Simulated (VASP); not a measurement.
# ZrB2 (Fd-3m) in VASP: further runs, part 2 of 2

VASP 6.6.1. The steps go on from the part before.

### 3 Single point, PBE

This run uses another cell than the first one, of 10.47 Å³/atom.

Contents of INCAR:

```
PREC = Accurate ; ENCUT = 520
EDIFF = 1E-6 ; ISMEAR = 0
SIGMA = 0.1 ; LREAL = False
LASPH = True ; NELM = 100
ALGO = Normal ; ISIF = 2
LWAVE = False ; LCHARG = False
GGA = PE ; NBANDS = 27
```

Contents of KPOINTS:

```
regular mesh
0
Gamma
  10 10 10
```

Contents of POSCAR:

```
ZrB2
1.0
    0.0000000000      3.1553041704      3.1553041704
    3.1553041704      0.0000000000      3.1553041704
    3.1553041704      3.1553041704      0.0000000000
Zr B
2 4
Direct
    0.0000000000      0.0000000000      0.0000000000
    0.2500000000      0.2500000000      0.2500000000
    0.6250000000      0.6250000000      0.6250000000
    0.1250000000      0.6250000000      0.6250000000
    0.6250000000      0.6250000000      0.1250000000
    0.6250000000      0.1250000000      0.6250000000
```

Potentials or basis: VASP PAW PBE potentials, release 64 (Zr_sv, B).

Command:

```
$ cat potpaw_PBE.64/Zr_sv/POTCAR potpaw_PBE.64/B/POTCAR > POTCAR
$ mpirun -np 1 vasp_std > vasp.out
```

OUTCAR:

```text
PREC = Accurate
   ENCUT = 520
   EDIFF = 1E-6
   ISMEAR = 0
   LREAL = False
   LASPH = True
   NELM = 100
   ISIF = 2
   GGA = PE

 ion  position               nearest neighbor table
   1  0.000  0.000  0.000-   3 2.62   3 2.62   3 2.62   4 2.62   5 2.62   6 2.62   6 2.62   4 2.62
                             6 2.62   5 2.62   4 2.62   5 2.62   2 2.73   2 2.73   2 2.73   2 2.73
   2  0.250  0.250  0.250-   4 2.62   5 2.62   6 2.62   3 2.62   3 2.62   3 2.62   4 2.62   4 2.62
                             5 2.62   6 2.62   5 2.62   6 2.62   1 2.73   1 2.73   1 2.73   1 2.73
   3  0.625  0.625  0.625-   2 2.62   2 2.62   2 2.62   1 2.62   1 2.62   1 2.62
   4  0.125  0.625  0.625-   1 2.62   2 2.62   2 2.62   2 2.62   1 2.62   1 2.62
   5  0.625  0.625  0.125-   1 2.62   2 2.62   2 2.62   2 2.62   1 2.62   1 2.62
   6  0.625  0.125  0.625-   1 2.62   2 2.62   2 2.62   2 2.62   1 2.62   1 2.62

  LATTYP: Found a face centered cubic cell.
 ALAT       =     6.3106083408

  Lattice vectors:

 A1 = (   0.0000000000,   3.1553041704,   3.1553041704)
 A2 = (   3.1553041704,   0.0000000000,   3.1553041704)
 A3 = (   3.1553041704,   3.1553041704,   0.0000000000)

Analysis of symmetry for initial positions (statically):
=====================================================================
 Subroutine PRICEL returns:
 Original cell was already a primitive cell.

 Routine SETGRP: Setting up the symmetry group for a
 face centered cubic supercell.

 Subroutine GETGRP returns: Found 48 space group operations
 (whereof 24 operations were pure point group operations)
 out of a pool of 48 trial point group operations.

The static configuration has the point symmetry T_d .
 The point group associated with its full space group is O_h .

Analysis of symmetry for dynamics (positions and initial velocities):
=====================================================================
 Subroutine PRICEL returns:
 Original cell was already a primitive cell.

 Routine SETGRP: Setting up the symmetry group for a
 face centered cubic supercell.

 Subroutine GETGRP returns: Found 48 space group operations
 (whereof 24 operations were pure point group operations)
 out of a pool of 48 trial point group operations.

The dynamic configuration has the point symmetry T_d .
 The point group associated with its full space group is O_h .

 Subroutine INISYM returns: Found 48 space group operations
 (whereof 24 operations are pure point group operations),
 and found     1 'primitive' translations

----------------------------------------------------------------------------------------

                                     Primitive cell

  volume of cell :      62.8281

  direct lattice vectors                    reciprocal lattice vectors
     0.000000000  3.155304170  3.155304170    -0.158463328  0.158463328  0.158463328
     3.155304170  0.000000000  3.155304170     0.158463328 -0.158463328  0.158463328
     3.155304170  3.155304170  0.000000000     0.158463328  0.158463328 -0.158463328

  length of vectors
     4.462273951  4.462273951  4.462273951     0.274466535  0.274466535  0.274466535

  position of ions in fractional coordinates (direct lattice)
     0.000000000  0.000000000  0.000000000
     0.250000000  0.250000000  0.250000000
     0.625000000  0.625000000  0.625000000
     0.125000000  0.625000000  0.625000000
     0.625000000  0.625000000  0.125000000
[... 44 lines left out ...]
  0.500000  0.000000  0.000000      4.000000
[... 16 lines left out ...]
  0.300000  0.300000  0.000000      6.000000
  0.400000  0.300000  0.000000     24.000000
 [... further k-points ...]
   k-points           NKPTS =     47   k-points in BZ     NKDIM =     47   number of bands    NBANDS=     27
   number of dos      NEDOS =    301   number of ions     NIONS =      6
   total plane-waves  NPLWV =  46656
   dimension x,y,z NGX =    36 NGY =   36 NGZ =   36
   dimension x,y,z NGXF=    72 NGYF=   72 NGZF=   72
   ions per type =               2   4
   NGX,Y,Z   is equivalent  to a cutoff of  13.41, 13.41, 13.41 a.u.
   NGXF,Y,Z  is equivalent  to a cutoff of  26.82, 26.82, 26.82 a.u.
 SYSTEM =  unknown system
   PREC   = accura    normal or accurate (medium, high low for compatibility)
   ISTART =      0    job   : 0-new  1-cont  2-samecut
   ICHARG =      2    charge: 1-file 2-atom 10-const
   ISPIN  =      1    spin polarized calculation?
   LNONCOLLINEAR =      F non collinear calculations
   LSORBIT =      F    spin-orbit coupling
   LASPH  =      T    aspherical Exc in radial PAW
   ENCUT  =  520.0 eV  38.22 Ry    6.18 a.u.   8.30  8.30  8.30*2*pi/ulx,y,z
   NELM   =    100;   NELMIN=  2; NELMDL= -5     # of ELM steps
   EDIFF  = 0.1E-05   stopping-criterion for ELM
   LREAL  =      F    real-space projection
   EDIFFG = 0.1E-04   stopping-criterion for IOM
   NSW    =      0    number of steps for IOM
   IBRION =     -1    ionic relax: 0-MD 1-quasi-New 2-CG
   NFREE  =      0    steps in history (QN), initial steepest desc. (CG)
   ISIF   =      2    stress and relaxation
   ISYM   =      2    0-nonsym 1-usesym 2-fastsym
   POTIM  = 0.5000    time-step for ionic-motion
   TEBEG  =    0.0;   TEEND  =   0.0 temperature during run
   PSTRESS=    0.0 pullay stress
   NELECT =      36.0000    total number of electrons
   NUPDOWN=      -1.0000    fix difference up-down
   EMIN   =  10.00;   EMAX   =-10.00  energy-range for DOS
   EFERMI =   0.00;   METHOD = LEGACY
   ISMEAR =     0;   SIGMA  =   0.10  broadening in eV -4-tet -1-fermi 0-gaus
   EFERMI_NEDOS =   21; number of points for ismear=-14 and -15
   IALGO  =     38    algorithm
   IMIX   =      4    mixing-type and parameters
     AMIX     =   0.40;   BMIX     =  1.00
     AMIX_MAG =   1.60;   BMIX_MAG =  1.00
  volume/ion in A,a.u.               =      10.47        70.66
  Fermi-wavevector in a.u.,A,eV,Ry     =   1.359746  2.569547 25.155934  1.848909
  Thomas-Fermi vector in A             =   2.486467
   LORBIT       =      0    0 simple, 1 ext, 2 COOP (PROOUT), +10 PAW based schemes
   GGA     = PE    functional components
   LHFCALC =     F    Hartree Fock is set to
   AEXX    =    0.0000 exact exchange contribution
   IVDW    =     0    specifies the selected vdW correction
   LEPSILON=     F    determine dielectric tensor
   LRPA    =     F    only Hartree local field effects (RPA)
 non-spin polarized calculation
 Gauss-broadening in eV      SIGMA  =   0.10
  energy-cutoff  :      520.00
  volume of cell :       62.83
 maximum number of plane-waves:      1711
 NGX is ok and might be reduce to    36
   NGX = 17   NGY = 17   NGZ = 17

 number of electron      36.0000000 magnetization

 Free energy of the ion-electron system (eV)
  ---------------------------------------------------
  ext. energy  EPLUGINS =         0.00000000
  ---------------------------------------------------
  free energy    TOTEN  =       -42.64649127 eV

  energy without entropy =      -42.63271262  energy(sigma->0) =      -42.63960194

 E-fermi :  10.5658     XC(G=0): -12.4332

 val. band max:       10.5554969047   @ k =  -0.4000   0.4000   0.0000
 cond. band min:      10.5680339645   @ k =  -0.3000   0.3000   0.1000
 fundamental gap:      0.0125370597
 Fermi energy:        10.5657586980

 k-point     1 :       0.0000    0.0000    0.0000
  band No.  band energies     occupation
      1     -37.9973      2.00000
      2     -37.4309      2.00000
      3     -16.4537      2.00000
      4     -16.4537      2.00000
      5     -16.4537      2.00000
      6     -15.5228      2.00000
[... 709 lines left out ...]
     26      15.6229      0.00000
     27      15.9784      0.00000

 [... further k-points ...]

------------------------ aborting loop because EDIFF is reached ----------------------------------------

  FORCE on cell =-STRESS in cart. coord.  units (eV):
  Direction    XX          YY          ZZ          XY          YZ          ZX
  --------------------------------------------------------------------------------------
  -------------------------------------------------------------------------------------
  Total        0.0366320      0.0366320      0.0366320      0.0000000     -0.0000000      0.0000000
  in kB        0.9341515      0.9341515      0.9341515      0.0000000     -0.0000000      0.0000000
  external PRESSURE =       0.9341515 kB  Pullay stress =       0.0000000 kB

 VOLUME and BASIS-vectors are now :
 -----------------------------------------------------------------------------
  energy-cutoff  :      520.00
  volume of cell :       62.83
      direct lattice vectors                 reciprocal lattice vectors
     0.000000000  3.155304170  3.155304170    -0.158463328  0.158463328  0.158463328
     3.155304170  0.000000000  3.155304170     0.158463328 -0.158463328  0.158463328
     3.155304170  3.155304170  0.000000000     0.158463328  0.158463328 -0.158463328

 POSITION                                       TOTAL-FORCE (eV/Angst)
 -----------------------------------------------------------------------------------
      0.00000      0.00000      0.00000        -0.000000     -0.000000     -0.000000
      1.57765      1.57765      1.57765         0.000000      0.000000      0.000000
      3.94413      3.94413      3.94413         0.000000     -0.000000      0.000000
      3.94413      2.36648      2.36648         0.000000     -0.000000      0.000000
      2.36648      2.36648      3.94413         0.000000     -0.000000      0.000000
      2.36648      3.94413      2.36648         0.000000     -0.000000      0.000000
 -----------------------------------------------------------------------------------
    total drift:                                0.000000     -0.000000     -0.000000

  FREE ENERGIE OF THE ION-ELECTRON SYSTEM (eV)
  ---------------------------------------------------
  free  energy   TOTEN  =       -42.6464912675 eV

  energy  without entropy=      -42.6327126205  energy(sigma->0) =      -42.63960194
```

Run time: 2.3 min. Hardware: 1 thread of Intel Xeon 8259CL, shared host; peak memory 0.24 GiB.

Results:

```
Free energy            : -42.6465 eV
Pressure               : 0.1 GPa
Band gap on the k mesh : zero (bands 18 and 19 overlap by 0.50 eV)
```

### 4 Relaxation of cell and atoms, PBE

Contents of INCAR:

```
PREC = Accurate ; ENCUT = 600
EDIFF = 1E-7 ; ISMEAR = 0
SIGMA = 0.1 ; LREAL = False
LASPH = True ; NELM = 80
ALGO = Normal ; ISIF = 3
LWAVE = False ; LCHARG = False
GGA = PE ; IBRION = 2
NSW = 100 ; EDIFFG = -0.01
```

Contents of KPOINTS:

```
Automatic mesh
0
Gamma
  10 10 10
```

Edit POSCAR of step 3 so:

```diff
@@ -2,5 +2,5 @@
 1.0
-    0.0000000000      3.1553041704      3.1553041704
-    3.1553041704      0.0000000000      3.1553041704
-    3.1553041704      3.1553041704      0.0000000000
+    0.0000000000      3.1424757561      3.1424757561
+    3.1424757561      0.0000000000      3.1424757561
+    3.1424757561      3.1424757561      0.0000000000
 Zr B
```

Command:

```
$ cat potpaw_PBE.64/Zr_sv/POTCAR potpaw_PBE.64/B/POTCAR > POTCAR
$ mpirun -np 1 vasp_std > vasp.out
```

Wall time 4.2 min (1 thread of AMD EPYC 7R13 (Zen 3), shared host); peak memory 0.22 GiB.

The run converged. Its results:

| Item | Value |
| --- | --- |
| Free energy | -42.6484 eV |
| Relaxed volume | 10.48 Å³/atom |
| Relaxed cell | a = 4.463 Å, b = 4.463 Å, c = 4.463 Å, α = 60.00°, β = 60.00°, γ = 60.00° |
| Space group after relaxing (to 0.1 Å) | Fd-3m (No. 227) |
| Energy gained by relaxing | 1.1 meV/atom |
| Ionic steps | 3 |
| Pressure after relaxing | 0.0 GPa |
| Band gap on the k mesh | zero (bands 18 and 19 overlap by 0.50 eV) |

The path:
| step | energy change (eV) | largest force (eV/Å) | pressure (GPa) | volume (Å³) |
| --- | --- | --- | --- | --- |
| 1 | 0.0000 | 0.0000 | 2.67 | 62.06 |
| 2 | -0.0006 | 0.0000 | -2.44 | 63.63 |
| 3 | -0.0065 | 0.0000 | 0.00 | 62.86 |

Final structure:
```yaml
crystal:
  lattice:
    - [0.00000, 3.15579, 3.15579]
    - [3.15579, 0.00000, 3.15579]
    - [3.15579, 3.15579, 0.00000]
  atoms:
    - { symbol: Zr, position: [0.00000, 0.00000, 0.00000] }
    - { symbol: Zr, position: [0.25000, 0.25000, 0.25000] }
    - { symbol: B, position: [0.62500, 0.62500, 0.62500] }
    - { symbol: B, position: [0.12500, 0.62500, 0.62500] }
    - { symbol: B, position: [0.62500, 0.62500, 0.12500] }
    - { symbol: B, position: [0.62500, 0.12500, 0.62500] }
```

Levels at points of the mesh, in eV from the Fermi level:
| k point | band 15 | band 16 | band 17 | band 18 | band 19 | band 20 | band 21 | band 22 |
| --- | --- | --- | --- | --- | --- | --- | --- | --- |
| (0.00, 0.00, 0.00) | -4.56 | -4.40 | -4.40 | -4.40 | 3.02 | 3.02 | 3.02 | 4.11 |
| (0.50, 0.00, 0.00) | -3.87 | -1.35 | -1.35 | -0.67 | 1.93 | 1.93 | 2.87 | 3.41 |
| (0.50, 0.50, 0.00) | -1.78 | -1.78 | -0.35 | -0.35 | 0.16 | 0.16 | 0.27 | 0.27 |

### 5 Overview

| task | cell | k mesh | cutoff (eV) | gap on the mesh (eV) | pressure (GPa) |
| --- | --- | --- | --- | --- | --- |
| single point | a = 4.444 Å, angles 60.0°, 6 atoms | 6 × 6 × 6 | 520 | none | 2.9 |
| single point | a = 4.462 Å, angles 60.0°, 6 atoms | 10 × 10 × 10 | 520 | none | 0.1 |
| relaxation of cell and atoms | relaxed from a = 4.444 Å, angles 60.0°, 6 atoms | 10 × 10 × 10 | 600 | none | 0.0 |

Alike in all rows: level PBE; potentials or basis VASP PAW PBE potentials, release 64 (Zr_sv, B); no spin polarisation; smearing gaussian 0.1 eV.

Total energies depend on the potentials used, so only differences within one code and one set of settings carry meaning.

The gap in the log of VASP goes by the Fermi energy; the results here count the filled bands.